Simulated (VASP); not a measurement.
# SiC2 (P6_3/mmc) in VASP: a series of runs

The runs below take SiC2 through single point, relaxation of cell and atoms, with PBE.

Program: VASP 6.6.1. These are calculated values, not measurements. Logs are shortened: lines on timing, memory, paths and dates and some standing lists are left out, and cuts for length are marked.

## 1. The cell of the first run

Symmetry: P6_3/mmc, No. 194, hexagonal system. The conventional cell has a = 2.561 Å, b = 2.561 Å, c = 8.918 Å, α = 90.00°, β = 90.00°, γ = 120.00°. Si (site symmetry -6m2) has 2 C at 2.02 Å and 6 Si at 2.56 Å within 2.7 Å. C (site symmetry 3m) has 3 C at 1.54 Å and 1 Si at 2.02 Å within 2.1 Å.

## 2. Single point, PBE, collinear spin, ferromagnetic start

INCAR

```
SYSTEM = SiC2
PREC = Accurate
ENCUT = 520
EDIFF = 1E-7
ISMEAR = 0
SIGMA = 0.1
LREAL = .False.
LASPH = .True.
NELM = 150
ALGO = Normal
ISIF = 2
LWAVE = .False.
LCHARG = .True.
ISPIN = 2
MAGMOM = 0 0 1 1 1 1
LORBIT = 11
GGA = PE
LELF = .True.
LVHAR = .True.
NBANDS = 25
```

KPOINTS

```
Automatic mesh
0
Gamma
  6 6 2
  0 0 0
```

POSCAR

```
SiC2
1.0
    2.5605029934      0.0000000000      0.0000000000
   -1.2802514967      2.2174606388      0.0000000000
    0.0000000000      0.0000000000      8.9183377272
Si C
2 4
Direct
    0.3333333333      0.6666666667      0.7500000000
    0.6666666667      0.3333333333      0.2500000000
    0.3333333333      0.6666666667      0.9761136019
    0.3333333333      0.6666666667      0.5238863981
    0.6666666667      0.3333333333      0.4761136019
    0.6666666667      0.3333333333      0.0238863981
```

Potentials or basis: VASP PAW PBE potentials, release 64 (Si, C).

Command:

```bash
cat potpaw_PBE.64/Si/POTCAR potpaw_PBE.64/C/POTCAR > POTCAR
mpirun -np 1 vasp_std > vasp.out
```

OUTCAR:

```text
SYSTEM = SiC2
   PREC = Accurate
   ENCUT = 520
   EDIFF = 1E-7
   ISMEAR = 0
   LREAL = .False.
   LASPH = .True.
   NELM = 150
   ISIF = 2
   ISPIN = 2
   LORBIT = 11
   GGA = PE

 ion  position               nearest neighbor table
   1  0.333  0.667  0.750-   3 2.02   4 2.02
   2  0.667  0.333  0.250-   5 2.02   6 2.02
   3  0.333  0.667  0.976-   6 1.54   6 1.54   6 1.54   1 2.02
   4  0.333  0.667  0.524-   5 1.54   5 1.54   5 1.54   1 2.02
   5  0.667  0.333  0.476-   4 1.54   4 1.54   4 1.54   2 2.02
   6  0.667  0.333  0.024-   3 1.54   3 1.54   3 1.54   2 2.02

  LATTYP: Found a hexagonal cell.
 ALAT       =     2.5605029934
 C/A-ratio  =     3.4830413205

  Lattice vectors:

 A1 = (   2.5605029934,   0.0000000000,   0.0000000000)
 A2 = (  -1.2802514967,   2.2174606388,   0.0000000000)
 A3 = (   0.0000000000,   0.0000000000,   8.9183377272)

Analysis of symmetry for initial positions (statically):
=====================================================================
 Subroutine PRICEL returns:
 Original cell was already a primitive cell.

 Routine SETGRP: Setting up the symmetry group for a
 hexagonal supercell.

 Subroutine GETGRP returns: Found 24 space group operations
 (whereof 12 operations were pure point group operations)
 out of a pool of 24 trial point group operations.

The static configuration has the point symmetry D_3d.
 The point group associated with its full space group is D_6h.

Analysis of symmetry for dynamics (positions and initial velocities):
=====================================================================
 Subroutine PRICEL returns:
 Original cell was already a primitive cell.

 Routine SETGRP: Setting up the symmetry group for a
 hexagonal supercell.

 Subroutine GETGRP returns: Found 24 space group operations
 (whereof 12 operations were pure point group operations)
 out of a pool of 24 trial point group operations.

The dynamic configuration has the point symmetry D_3d.
 The point group associated with its full space group is D_6h.

Analysis of structural, dynamic, and magnetic symmetry:
=====================================================================
 Subroutine PRICEL returns:
 Original cell was already a primitive cell.

 Routine SETGRP: Setting up the symmetry group for a
 hexagonal supercell.

 Subroutine GETGRP returns: Found 24 space group operations
 (whereof 12 operations were pure point group operations)
 out of a pool of 24 trial point group operations.

The overall configuration has the point symmetry D_3d.
 The point group associated with its full space group is D_6h.

 Subroutine INISYM returns: Found 24 space group operations
 (whereof 12 operations are pure point group operations),
 and found     1 'primitive' translations

----------------------------------------------------------------------------------------

                                     Primitive cell

  volume of cell :      50.6367

  direct lattice vectors                    reciprocal lattice vectors
     2.560502993  0.000000000  0.000000000     0.390548264  0.225483146  0.000000000
    -1.280251497  2.217460639  0.000000000     0.000000000  0.450966291  0.000000000
     0.000000000  0.000000000  8.918337727     0.000000000  0.000000000  0.112128519

  length of vectors
     2.560502993  2.560502993  8.918337727     0.450966291  0.450966291  0.112128519

  position of ions in fractional coordinates (direct lattice)
     0.333333333  0.666666667  0.750000000
     0.666666667  0.333333333  0.250000000
     0.333333333  0.666666667  0.976113602
     0.333333333  0.666666667  0.523886398
     0.666666667  0.333333333  0.476113602
     0.666666667  0.333333333  0.023886398

  ion indices of the primitive-cell ions
   primitive index   ion index
                 1           1
                 2           2
                 3           3
                 4           4
                 5           5
                 6           6

----------------------------------------------------------------------------------------

 KPOINTS: Automatic mesh

Automatic generation of k-mesh.
 Grid dimensions read from file:
 generate k-points for:    6    6    2

 Generating k-lattice:

  Cartesian coordinates                     Fractional coordinates (reciprocal lattice)
     0.065091377  0.037580524  0.000000000     0.166666667 -0.000000000  0.000000000
     0.000000000  0.075161049  0.000000000     0.000000000  0.166666667  0.000000000
     0.000000000  0.000000000  0.056064259     0.000000000  0.000000000  0.500000000

  Length of vectors
     0.075161049  0.075161049  0.056064259

  Shift w.r.t. Gamma in fractional coordinates (k-lattice)
     0.000000000  0.000000000  0.000000000

 Subroutine IBZKPT returns following result:
 ===========================================

 Found     14 irreducible k-points:

 Following reciprocal coordinates:
            Coordinates               Weight
  0.000000  0.000000  0.000000      1.000000
[... 83 lines left out ...]

 val. band max:       10.2568990946   @ k =   0.1667   0.1667   0.0000
 cond. band min:      10.6511552143   @ k =   0.3333   0.1667   0.5000
 fundamental gap:      0.3942561197
 Fermi energy:        10.5287294330

 spin component 1

 k-point     1 :       0.0000    0.0000    0.0000
  band No.  band energies     occupation
      1      -9.3212      1.00000
      2      -8.9880      1.00000
      3      -4.0165      1.00000
      4      -1.1399      1.00000
      5      -0.1897      1.00000
      6       5.9156      1.00000
[... 16 lines left out ...]
     23      23.2217      0.00000
     24      23.2217      0.00000

 k-point     2 :       0.1667    0.0000    0.0000
  band No.  band energies     occupation
      1      -8.6601      1.00000
      2      -8.3452      1.00000
      3      -3.2313      1.00000
      4      -0.3791      1.00000
      5       0.4953      1.00000
      6       5.3399      1.00000
[... 16 lines left out ...]
     23      21.0515      0.00000
     24      21.1541      0.00000
[... 295 lines left out ...]
     23      22.3386      0.00000
     24      22.3386      0.00000

 k-point    14 :       0.3333    0.3333    0.5000
  band No.  band energies     occupation
      1      -2.3972      1.00000
      2      -2.3972      1.00000
      3      -2.3426      1.00000
      4      -2.3426      1.00000
      5       0.6448      1.00000
      6       0.6448      1.00000
[... 16 lines left out ...]
     23      23.2155      0.00000
     24      23.2155      0.00000
 Fermi energy:        10.5287294330

 spin component 2

 k-point     1 :       0.0000    0.0000    0.0000
  band No.  band energies     occupation
      1      -9.3212      1.00000
      2      -8.9880      1.00000
      3      -4.0165      1.00000
      4      -1.1399      1.00000
      5      -0.1897      1.00000
      6       5.9156      1.00000
[... 16 lines left out ...]
     23      23.2218      0.00000
     24      23.2218      0.00000

 k-point     2 :       0.1667    0.0000    0.0000
  band No.  band energies     occupation
      1      -8.6600      1.00000
      2      -8.3452      1.00000
      3      -3.2313      1.00000
      4      -0.3791      1.00000
      5       0.4953      1.00000
      6       5.3399      1.00000
[... 16 lines left out ...]
     23      21.0515      0.00000
     24      21.1541      0.00000
[... 295 lines left out ...]
     23      22.3386      0.00000
     24      22.3386      0.00000

 k-point    14 :       0.3333    0.3333    0.5000
  band No.  band energies     occupation
      1      -2.3972      1.00000
      2      -2.3972      1.00000
      3      -2.3426      1.00000
      4      -2.3426      1.00000
      5       0.6448      1.00000
      6       0.6448      1.00000
[... 16 lines left out ...]
     23      23.2155      0.00000
     24      23.2155      0.00000
 [bands above 24 left out]

------------------------ aborting loop because EDIFF is reached ----------------------------------------

  FORCE on cell =-STRESS in cart. coord.  units (eV):
  Direction    XX          YY          ZZ          XY          YZ          ZX
  --------------------------------------------------------------------------------------
  -------------------------------------------------------------------------------------
  Total       -0.0129921     -0.0129921     -0.0419553      0.0000000     -0.0000000      0.0000000
  in kB       -0.4110776     -0.4110776     -1.3274934      0.0000000     -0.0000000      0.0000000
  external PRESSURE =      -0.7165495 kB  Pullay stress =       0.0000000 kB

 VOLUME and BASIS-vectors are now :
 -----------------------------------------------------------------------------
  energy-cutoff  :      520.00
  volume of cell :       50.64
      direct lattice vectors                 reciprocal lattice vectors
     2.560502993  0.000000000  0.000000000     0.390548264  0.225483146  0.000000000
    -1.280251497  2.217460639  0.000000000     0.000000000  0.450966291  0.000000000
     0.000000000  0.000000000  8.918337727     0.000000000  0.000000000  0.112128519

 POSITION                                       TOTAL-FORCE (eV/Angst)
 -----------------------------------------------------------------------------------
     -0.00000      1.47831      6.68875        -0.000000      0.000000      0.000000
      1.28025      0.73915      2.22958         0.000000      0.000000      0.000000
     -0.00000      1.47831      8.70531        -0.000000      0.000000     -0.009312
     -0.00000      1.47831      4.67220        -0.000000      0.000000      0.009312
      1.28025      0.73915      4.24614         0.000000     -0.000000     -0.009312
      1.28025      0.73915      0.21303         0.000000     -0.000000      0.009312
 -----------------------------------------------------------------------------------
    total drift:                               -0.000000      0.000000      0.000000

  FREE ENERGIE OF THE ION-ELECTRON SYSTEM (eV)
  ---------------------------------------------------
  free  energy   TOTEN  =       -45.4806980806 eV

  energy  without entropy=      -45.4764948765  energy(sigma->0) =      -45.47859648

 total charge

# of ion       s       p       d       tot
------------------------------------------
    1        0.740   0.914   0.000   1.655
    2        0.740   0.914   0.000   1.655
    3        0.833   1.673   0.000   2.506
    4        0.833   1.673   0.000   2.506
    5        0.833   1.673   0.000   2.506
    6        0.833   1.673   0.000   2.506
--------------------------------------------------
tot          4.812   8.520   0.000  13.332

 magnetization (x)

# of ion       s       p       d       tot
------------------------------------------
    1        0.000   0.000   0.000   0.000
    2        0.000   0.000   0.000   0.000
    3       -0.000  -0.000   0.000  -0.000
    4       -0.000  -0.000   0.000  -0.000
    5       -0.000  -0.000   0.000  -0.000
    6       -0.000  -0.000   0.000  -0.000
--------------------------------------------------
tot         -0.000   0.000   0.000   0.000
```

It took 21 s on 1 thread of Intel Xeon 6975P-C (Granite Rapids), shared host; peak memory 0.18 GiB.

What came out:

```
Free energy                                           : -45.4807 eV
Pressure                                              : -0.1 GPa
Largest force                                         : 0.009 eV/Å
Band gap on the k mesh                                : zero (filled and empty bands overlap)
Net moment                                            : 0.00 μB per cell
Valence electrons inside the program's atomic spheres : Si 1.66; C 2.51
```

Forces in eV/Å, atoms in the order of the input:
```
Si   0.000  0.000  0.000
Si   0.000  0.000  0.000
C    0.000  0.000 -0.009
C    0.000  0.000  0.009
C    0.000  0.000 -0.009
C    0.000  0.000  0.009
```

Caveat: the k points lie up to 0.47 Å⁻¹ apart.

## 3. Relaxation of cell and atoms, PBE

This run uses another cell than the first one, of 13.61 Å³/atom, 1.612 times its volume.

INCAR

```
SYSTEM = SiC2
ALGO     = Normal         ! electronic algorithm
EDIFF    = 1E-7           ! SCF threshold, eV
EDIFFG   = -0.04          ! ionic threshold
ENCUT    = 600            ! plane-wave cutoff, eV
GGA      = PE             ! functional
IBRION   = 2              ! ionic algorithm
ISIF     = 3              ! what is computed and relaxed
ISMEAR   = 0              ! smearing method
LASPH    = .TRUE.         ! aspherical terms in the spheres
LCHARG   = .FALSE.        ! write CHGCAR
LREAL    = .FALSE.        ! projectors in reciprocal space
LWAVE    = .FALSE.        ! write WAVECAR
NELM     = 80             ! most SCF steps
NSW      = 90             ! ionic steps
PREC     = Accurate       ! precision mode
SIGMA    = 0.1            ! smearing width, eV
```

KPOINTS

```
k-points
0
G
  6 6 2
  0 0 0
```

POSCAR

```
SiC2
1.0
    2.6634302900      0.0000000000      0.0000000000
   -1.3317151400      2.3065982900      0.0000000000
    0.0000000000      0.0000000000     13.2903114600
Si C
2 4
Direct
    0.3333333300      0.6666666700      0.7500000000
    0.6666666700      0.3333333300      0.2500000000
    0.3333333300      0.6666666700      0.0833333300
    0.3333333300      0.6666666700      0.4166666700
    0.6666666700      0.3333333300      0.5833333300
    0.6666666700      0.3333333300      0.9166666700
```

Potentials or basis: VASP PAW PBE potentials, release 64 (Si, C).

Command:

```bash
cat potpaw_PBE.64/Si/POTCAR potpaw_PBE.64/C/POTCAR > POTCAR
mpirun -np 1 vasp_std > vasp.out
```

It took 8 min on 1 thread of Intel Xeon 6975P-C (Granite Rapids), shared host; peak memory 0.25 GiB.

Results (log left out):

| Item | Value |
| --- | --- |
| Free energy | -45.5155 eV |
| Relaxed volume | 8.44 Å³/atom |
| Relaxed cell | a = 2.559 Å, b = 2.559 Å, c = 8.927 Å, α = 90.00°, β = 90.00°, γ = 120.00° |
| Space group after relaxing (to 0.05 Å) | P6_3/mmc (No. 194) |
| Energy gained by relaxing | 3271.0 meV/atom |
| Ionic steps | 52 |
| Pressure after relaxing | -0.1 GPa |
| Largest force after relaxing | 0.029 eV/Å |
| Band gap on the k mesh | zero (band 12 reaches 14.24 eV, above the bottom of band 13 at 7.70 eV) |

Forces in eV/Å, atoms in the order of the input:
```
Si   0.000  0.000  0.000
Si   0.000  0.000  0.000
C    0.000  0.000 -0.029
C    0.000  0.000  0.029
C    0.000  0.000 -0.029
C    0.000  0.000  0.029
```

Stress tensor (GPa, compression positive):
```
 0.14  0.00  0.00
 0.00  0.14  0.00
 0.00  0.00 -0.69
```

The path:
| step | energy change (eV) | largest force (eV/Å) | pressure (GPa) | volume (Å³) |
| --- | --- | --- | --- | --- |
| 1 | 0.0000 | 0.2520 | -20.98 | 81.65 |
| 3 | -3.2174 | 1.1359 | 0.84 | 54.86 |
| 5 | -5.2207 | 3.1580 | 27.74 | 45.34 |
| 7 | -3.6411 | 1.6049 | 77.04 | 44.23 |
| 9 | -2.1461 | 6.7358 | 192.50 | 34.08 |
| 11 | -3.5262 | 6.0524 | 142.70 | 37.68 |
| 13 | -4.2035 | 6.6631 | 138.22 | 37.05 |
| 15 | -4.9880 | 5.1845 | 135.90 | 36.38 |
| 17 | -7.9575 | 3.8516 | 71.65 | 40.19 |
| 19 | -9.9392 | 1.5934 | -27.00 | 58.05 |
| 21 | -10.4376 | 1.9746 | -8.64 | 51.09 |
| 23 | -10.9665 | 2.2410 | -9.28 | 50.34 |
| 25 | -13.7007 | 2.8839 | 3.12 | 46.76 |
| 27 | -15.0100 | 0.8830 | 63.44 | 42.53 |
| 29 | -15.5968 | 1.8520 | 69.11 | 43.17 |
| 31 | -17.0735 | 0.6656 | 62.24 | 45.68 |
| 33 | -17.3893 | 0.9091 | 67.09 | 45.28 |
| 35 | -18.0771 | 1.8064 | 32.21 | 48.53 |
| 37 | -19.3464 | 0.2108 | 5.46 | 51.84 |
| 39 | -19.3771 | 0.5004 | -0.54 | 52.73 |
| 41 | -19.3883 | 0.4236 | -0.45 | 52.63 |
| 43 | -19.4905 | 0.1941 | -4.84 | 52.45 |
| 45 | -19.5257 | 0.3661 | -6.82 | 52.33 |
| 47 | -19.5689 | 0.4941 | -5.68 | 51.83 |
| 49 | -19.5865 | 0.7361 | -4.51 | 51.39 |
| 51 | -19.6246 | 0.1080 | -0.95 | 50.76 |
| 52 | -19.6259 | 0.0294 | -0.14 | 50.61 |

Final structure:
```yaml
crystal:
  lattice:
    - [2.55873, 0.00000, 0.00000]
    - [-1.27937, 2.21593, 0.00000]
    - [0.00000, 0.00000, 8.92686]
  atoms:
    - { symbol: Si, position: [0.33333, 0.66667, 0.75000] }
    - { symbol: Si, position: [0.66667, 0.33333, 0.25000] }
    - { symbol: C, position: [0.33333, 0.66667, 0.97622] }
    - { symbol: C, position: [0.33333, 0.66667, 0.52378] }
    - { symbol: C, position: [0.66667, 0.33333, 0.47622] }
    - { symbol: C, position: [0.66667, 0.33333, 0.02378] }
```

Levels at points of the mesh, in eV from the Fermi level:
```tsv
k point	band 10	band 11	band 12	band 13	band 14	band 15
(0.00, 0.00, 0.00)	-2.61	-2.61	3.71	6.14	6.20	6.20
(0.50, 0.00, 0.00)	-5.04	-4.97	-3.43	0.72	1.61	4.43
(0.00, 0.00, 0.50)	-2.62	0.62	0.62	6.28	6.28	6.28
(0.50, 0.00, 0.50)	-5.75	-3.32	-3.32	0.51	0.51	5.20
```

Caveat: the k points lie up to 0.47 Å⁻¹ apart in the final cell; the volume moved by over 15 % at a fixed basis, so the end points are rough.

## 4. Single point, PBE, collinear spin, ferromagnetic start

This run uses another cell than the first one, of 13.61 Å³/atom, 1.612 times its volume.

INCAR

```
SYSTEM = SiC2
  ALGO = Normal
  EDIFF = 1E-6
  ENCUT = 520
  GGA = PE
  ISIF = 2
  ISMEAR = 0
  ISPIN = 2
  LASPH = .True.
  LCHARG = .False.
  LORBIT = 11
  LREAL = .False.
  LWAVE = .False.
  MAGMOM = 0 0 1 1 1 1
  NBANDS = 25
  NELM = 150
  PREC = Accurate
  SIGMA = 0.1
```

KPOINTS

```
k-points
0
Gamma
  6 6 2
  0 0 0
```

POSCAR is that of step 3.

Command:

```bash
cat potpaw_PBE.64/Si/POTCAR potpaw_PBE.64/C/POTCAR > POTCAR
mpirun -np 1 vasp_std > vasp.out
```

Run time: 32 s. Hardware: 1 thread of Intel Xeon 6975P-C (Granite Rapids), shared host; peak memory 0.23 GiB.

It converged, with:

- Free energy: -25.9027 eV
- Pressure: -21.0 GPa
- Largest force: 0.288 eV/Å
- Band gap on the k mesh: zero (filled and empty bands overlap)
- Net moment: 0.00 μB per cell
- Valence electrons inside the program's atomic spheres: Si 1.48; C 1.97

Forces on the atoms (eV/Å):
```
Si   0.000  0.000  0.000
Si   0.000  0.000  0.000
C    0.000  0.000 -0.288
C    0.000  0.000  0.288
C    0.000  0.000 -0.288
C    0.000  0.000  0.288
```

Stress tensor (GPa, compression positive):
```
-17.51   0.00   0.00
  0.00 -17.51   0.00
  0.00   0.00 -28.10
```

Levels at points of the mesh, in eV from the Fermi level:
Spin up:
```tsv
k point	band 8	band 9	band 10	band 11	band 12	band 13	band 14	band 15	band 16	band 17
(0.00, 0.00, 0.00)	-1.94	-1.65	2.09	3.53	3.53	3.56	3.56	3.87	3.87	3.91
(0.50, 0.00, 0.00)	-4.20	-4.11	-3.43	-2.01	-1.56	-0.82	0.69	1.70	1.73	1.85
(0.00, 0.00, 0.50)	-3.92	0.52	0.52	3.54	3.54	3.54	3.54	3.89	3.89	3.89
(0.50, 0.00, 0.50)	-4.65	-3.48	-3.48	-2.10	-2.10	0.15	0.15	1.79	1.79	2.03
```
Spin down:
```tsv
k point	band 9	band 10	band 11	band 12	band 13	band 14	band 15	band 16
(0.00, 0.00, 0.00)	-1.65	2.09	3.53	3.53	3.56	3.56	3.87	3.87
(0.50, 0.00, 0.00)	-4.11	-3.43	-2.01	-1.56	-0.82	0.69	1.70	1.73
(0.00, 0.00, 0.50)	0.52	0.52	3.54	3.54	3.54	3.54	3.89	3.89
(0.50, 0.00, 0.50)	-3.48	-3.48	-2.10	-2.10	0.15	0.15	1.79	1.79
```

Caveat: the k points lie up to 0.45 Å⁻¹ apart.

## 5. The runs side by side

| task | spin | cell | cutoff (eV) | gap on the mesh (eV) | pressure (GPa) | moment (μB) | largest force (eV/Å) |
| --- | --- | --- | --- | --- | --- | --- | --- |
| single point | collinear, ferromagnetic start | a = 2.561, b = 2.561, c = 8.918 Å, angles 90.0, 90.0, 120.0°, 6 atoms | 520 | none | -0.1 | 0.00 | 0.01 |
| relaxation of cell and atoms | off | relaxed from a = 2.663, b = 2.663, c = 13.290 Å, angles 90.0, 90.0, 120.0°, 6 atoms | 600 | none | -0.1 | - | 0.03 |
| single point | collinear, ferromagnetic start | a = 2.663, b = 2.663, c = 13.290 Å, angles 90.0, 90.0, 120.0°, 6 atoms | 520 | none | -21.0 | 0.00 | 0.29 |

Alike in all rows: level PBE; potentials or basis VASP PAW PBE potentials, release 64 (Si, C); k mesh 6 × 6 × 2; smearing gaussian 0.1 eV.

Caveats: all runs use coarse meshes; the volume moved by over 15 % at a fixed basis, so the end points are rough (some runs).

Total energies depend on the potentials used, so only differences within one code and one set of settings carry meaning.
